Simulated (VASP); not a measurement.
# TiC (Fm-3m) in VASP: settings compared, part 2 of 2

VASP 6.6.1.

**3. Relaxation of cell and atoms, PBEsol+U**

This run uses another cell than the first one, of 10.16 Å³/atom.

INCAR

```
PREC = Accurate
ENCUT = 1300
EDIFF = 1E-7
ISMEAR = -1
SIGMA = 0.05
LREAL = False
LASPH = True
NELM = 200
ALGO = Normal
ISIF = 3
LWAVE = False
LCHARG = False
LMAXMIX = 4
LDAU = True
LDAUTYPE = 2
LDAUL = 2 -1
LDAUU = 3 0
LDAUJ = 0 0
LDAUPRINT = 1
GGA = PS
IBRION = 2
NSW = 60
EDIFFG = -0.01
GGA_COMPAT = False
NELMIN = 4
```

KPOINTS

```
Automatic mesh
0
Gamma
  11 11 11
```

POSCAR

```
TiC
1.0
    0.0000000000      2.1657188437      2.1657188437
    2.1657188437      0.0000000000      2.1657188437
    2.1657188437      2.1657188437      0.0000000000
Ti C
1 1
Direct
    0.0000000000      0.0000000000      0.0000000000
    0.5000000000      0.5000000000      0.5000000000
```

Potentials or basis: VASP PAW PBE potentials, release 64 (Ti_sv, C_h).

Command:

```
$ cat potpaw_PBE.64/Ti_sv/POTCAR potpaw_PBE.64/C_h/POTCAR > POTCAR
$ mpirun -np 1 vasp_std > vasp.out
```

OUTCAR:

```text
PREC = Accurate
   ENCUT = 1300
   EDIFF = 1E-7
   ISMEAR = -1
   LREAL = False
   LASPH = True
   NELM = 200
   ISIF = 3
   GGA = PS
   IBRION = 2
   NSW = 60
   EDIFFG = -0.01
   NELMIN = 4

 ion  position               nearest neighbor table
   1  0.000  0.000  0.000-   2 2.17   2 2.17   2 2.17   2 2.17   2 2.17   2 2.17
   2  0.500  0.500  0.500-   1 2.17   1 2.17   1 2.17   1 2.17   1 2.17   1 2.17

  LATTYP: Found a face centered cubic cell.
 ALAT       =     4.3314376874

  Lattice vectors:

 A1 = (   0.0000000000,   2.1657188437,   2.1657188437)
 A2 = (   2.1657188437,   0.0000000000,   2.1657188437)
 A3 = (   2.1657188437,   2.1657188437,   0.0000000000)
[... 648 lines left out ...]
  o =  0.2810  v =  0.0000  0.0000  0.0000  0.0000  0.0000  0.0000  0.0000  0.9911  0.0000 -0.1329      0.0000  0.0000  0.0000  0.0000  0.0000  0.0000  0.0000  0.0000  0.0000  0.0000
  o =  0.2810  v =  0.0000  0.0000  0.9911  0.0000 -0.1329  0.0000  0.0000  0.0000  0.0000  0.0000      0.0000  0.0000  0.0000  0.0000  0.0000  0.0000  0.0000  0.0000  0.0000  0.0000

--------------------------------------- Ionic step        3  -------------------------------------------

 number of electron      16.0000000 magnetization

 Free energy of the ion-electron system (eV)
  ---------------------------------------------------
  ext. energy  EPLUGINS =         0.00000000
  ---------------------------------------------------
  free energy    TOTEN  =       -17.53579157 eV

  energy without entropy =      -17.53292139  energy(sigma->0) =      -17.53435648

 E-fermi :   9.9859     XC(G=0): -12.8645

 val. band max:        9.8709454993   @ k =   0.0909   0.0000   0.0000
 cond. band min:      10.0071923664   @ k =   0.1818   0.1818   0.0000
 fundamental gap:      0.1362468671
 Fermi energy:         9.9859249727

 k-point     1 :       0.0000    0.0000    0.0000
  band No.  band energies     occupation
      1     -47.2621      2.00000
      2     -23.3688      2.00000
      3     -23.3688      2.00000
      4     -23.3688      2.00000
      5      -2.6636      2.00000
      6      10.8459      0.00000
      7      10.8459      0.00000
      8      10.8459      0.00000
      9      11.4673      0.00000
     10      11.4673      0.00000
     11      11.4673      0.00000
     12      11.5317      0.00000
[... 374 lines left out ...]
  FREE ENERGIE OF THE ION-ELECTRON SYSTEM (eV)
  ---------------------------------------------------
  free  energy   TOTEN  =       -17.5357915744 eV

  energy  without entropy=      -17.5329213885  energy(sigma->0) =      -17.53435648

 reached required accuracy - stopping structural energy minimisation
```

Wall time 2.8 min (1 thread of Intel Xeon Platinum 8259CL at 2.50GHz (Skylake/Cascade Lake), shared host); peak memory 0.26 GiB.

What came out:

* Free energy: -17.5358 eV
* Relaxed volume: 10.24 Å³/atom
* Relaxed cell: a = 3.071 Å, b = 3.071 Å, c = 3.071 Å, α = 60.00°, β = 60.00°, γ = 60.00°
* Space group after relaxing (to 0.1 Å): Fm-3m (No. 225)
* Energy gained by relaxing: 0.5 meV/atom
* Ionic steps: 3
* Pressure after relaxing: 0.0 GPa
* Band gap on the k mesh: zero (bands 8 and 9 overlap by 1.39 eV)

Step by step:
```csv
step,energy change (eV),largest force (eV/Å),pressure (GPa),volume (Å³)
1,0.0000,0.0000,2.09,20.32
2,0.0010,0.0000,-2.79,20.71
3,-0.0011,0.0000,-0.01,20.48
```

Final structure:
```
Ti C
1.0
     0.00000    2.17152    2.17152
     2.17152    0.00000    2.17152
     2.17152    2.17152    0.00000
Ti C
1 1
Cartesian
  0.0000 0.0000 0.0000
  2.1715 2.1715 2.1715
```

Eigenvalues of the final occupation matrices:
| site | spin | trace | eigenvalues |
| --- | --- | --- | --- |
| site 1 d | 1 | 0.94 | 0.12 0.12 0.12 0.28 0.28 |
| site 1 d | 2 | 0.94 | 0.12 0.12 0.12 0.28 0.28 |

Caveat: the PAW data sets were made with another functional, which shifts forces and pressure a little; U without spin polarisation on a metal has little footing; the U is typed as a test and isn't derived for this compound.

**4. Single point, HSE06**

This run uses another cell than the first one, of 9.95 Å³/atom.

POSCAR

```
TiC
1.0
    0.0000000000      2.1511833799      2.1511833799
    2.1511833799      0.0000000000      2.1511833799
    2.1511833799      2.1511833799      0.0000000000
Ti C
1 1
Direct
    0.0000000000      0.0000000000      0.0000000000
    0.5000000000      0.5000000000      0.5000000000
```

INCAR.step1

```
PREC = Accurate
ENCUT = 520
EDIFF = 1E-5
ISMEAR = -1
SIGMA = 0.05
LREAL = F
LASPH = T
NELM = 100
ALGO = Normal
ISIF = 2
LWAVE = T
LCHARG = F
GGA = PE
NBANDS = 15
```

INCAR.step2

```
PREC = Accurate
ENCUT = 520
EDIFF = 1E-6
ISMEAR = -1
SIGMA = 0.05
LREAL = F
LASPH = T
NELM = 100
ALGO = Normal
ISIF = 2
LWAVE = F
LCHARG = F
GGA = PE
LHFCALC = T
HFSCREEN = 0.2079
PRECFOCK = Normal
ISTART = 1
NBANDS = 15
```

KPOINTS

```
Automatic mesh
0
Gamma
  6 6 6
```

Potentials or basis: VASP PAW PBE potentials, release 64 (Ti_sv, C).

Command:

```
$ cat potpaw_PBE.64/Ti_sv/POTCAR potpaw_PBE.64/C/POTCAR > POTCAR
$ cp INCAR.step1 INCAR
$ mpirun -np 1 vasp_std > vasp.out
$ cp INCAR.step2 INCAR
$ mpirun -np 1 vasp_std > vasp.out
```

It took 18 min on 1 thread of Intel Xeon Platinum 8488C (Sapphire Rapids), shared host; peak memory 0.25 GiB.

The run converged. Its results:

| Item | Value |
| --- | --- |
| Free energy | -22.0254 eV |
| Pressure | 0.7 GPa |
| Band gap on the k mesh | zero (bands 8 and 9 overlap by 1.81 eV) |

Levels at points of the mesh, in eV from the Fermi level:
```csv
k point,band 5,band 6,band 7,band 8,band 9,band 10,band 11,band 12
"(0.00, 0.00, 0.00)",-14.21,1.47,1.47,1.47,2.06,2.06,2.06,2.24
"(0.50, 0.00, 0.00)",-10.21,-6.81,-3.44,-3.44,4.18,4.18,5.50,9.11
"(0.50, 0.50, 0.00)",-11.63,-4.14,-1.44,-0.06,-0.06,3.45,4.89,4.89
```

Caveat: the k points lie up to 0.42 Å⁻¹ apart, too coarse for converged energies and pressures of a metal; the PAW data sets were made with another functional, which shifts forces and pressure a little.

**5. Single point, HSE06**

This run uses another cell than the first one, of 10.36 Å³/atom.

POSCAR

```
TiC
1.0
    0.0000000000      2.1800617706      2.1800617706
    2.1800617706      0.0000000000      2.1800617706
    2.1800617706      2.1800617706      0.0000000000
Ti C
1 1
Direct
    0.0000000000      0.0000000000      0.0000000000
    0.5000000000      0.5000000000      0.5000000000
```

INCAR.step1

```
SYSTEM = TiC
ALGO = Normal
EDIFF = 1E-5
ENCUT = 520
GGA = PE
ISIF = 2
ISMEAR = -1
LASPH = .TRUE.
LREAL = .FALSE.
LWAVE = .TRUE.
NBANDS = 15
NELM = 100
PREC = Accurate
SIGMA = 0.05
```

INCAR.step2

```
SYSTEM = TiC
ALGO = Normal
EDIFF = 1E-6
ENCUT = 520
GGA = PE
HFSCREEN = 0.2079
ISIF = 2
ISMEAR = -1
ISTART = 1
LASPH = .TRUE.
LCHARG = .TRUE.
LELF = .TRUE.
LHFCALC = .TRUE.
LREAL = .FALSE.
LVHAR = .TRUE.
LWAVE = .FALSE.
NBANDS = 15
NELM = 100
PREC = Accurate
PRECFOCK = Normal
SIGMA = 0.05
```

KPOINTS

```
k-points
0
G
  6 6 6
  0 0 0
```

Command:

```
$ cat potpaw_PBE.64/Ti_sv/POTCAR potpaw_PBE.64/C/POTCAR > POTCAR
$ cp INCAR.step1 INCAR
$ mpirun -np 1 vasp_std > vasp.out
$ cp INCAR.step2 INCAR
$ mpirun -np 1 vasp_std > vasp.out
```

Wall time 18 min (1 thread of Intel Xeon Platinum 8488C (Sapphire Rapids), shared host); peak memory 0.25 GiB.

The run converged. Its results:

- Free energy: -22.0028 eV
- Pressure: -9.6 GPa
- Band gap on the k mesh: zero (bands 8 and 9 overlap by 1.80 eV)

Levels at points of the mesh, in eV from the Fermi level:
```
           k point  band 4  band 5  band 6  band 7  band 8  band 9  band 10  band 11  band 12  band 13
(0.00, 0.00, 0.00)  -35.73  -14.00    1.45    1.45    1.45    2.00     2.00     2.00     2.13     2.13
(0.50, 0.00, 0.00)  -35.78  -10.22   -6.61   -3.30   -3.30    3.99     3.99     5.24     8.87     9.40
(0.50, 0.50, 0.00)  -35.90  -11.46   -4.10   -1.31   -0.11   -0.11     3.27     4.66     4.66     6.69
```

Caveat: the k points lie up to 0.42 Å⁻¹ apart, too coarse for converged energies and pressures of a metal; the PAW data sets were made with another functional, which shifts forces and pressure a little.

**6. Summary**

```csv
task,level,potentials or basis,U,cell,k mesh,cutoff (eV),grid for exact exchange (PRECFOCK),share of exact exchange,screening parameter,gap on the mesh (eV),pressure (GPa)
single point,PBEsol+U,"VASP PAW PBE potentials, release 64 (Ti_sv, C_h)",Ti d U = 3.0 eV,"a = 3.055 Å, angles 60.0°, 2 atoms",11 × 11 × 11,1300,-,-,-,none,4.1
relaxation of cell and atoms,PBEsol+U,"VASP PAW PBE potentials, release 64 (Ti_sv, C_h)",Ti d U = 3.0 eV,"relaxed from a = 3.063 Å, angles 60.0°, 2 atoms",11 × 11 × 11,1300,-,-,-,none,0.0
single point,HSE06,"VASP PAW PBE potentials, release 64 (Ti_sv, C)",-,"a = 3.042 Å, angles 60.0°, 2 atoms",6 × 6 × 6,520,Normal,0.25,0.2079 1/Å,none,0.7
single point,HSE06,"VASP PAW PBE potentials, release 64 (Ti_sv, C)",-,"a = 3.083 Å, angles 60.0°, 2 atoms",6 × 6 × 6,520,Normal,0.25,0.2079 1/Å,none,-9.6
```

Alike in all rows: no spin polarisation; smearing fermi-dirac 0.05 eV.

Caveats: some runs use coarse meshes; the PAW data sets were made with another functional, which shifts forces and pressure a little; U without spin polarisation on a metal has little footing (at least some runs); the U is typed as a test and isn't derived for this compound (at least some runs); the cell stands under pressure (at least some runs).

Total energies depend on the potentials used, so only differences within one code and one set of settings carry meaning.

The gap in the log of VASP goes by the Fermi energy; the results here count the filled bands.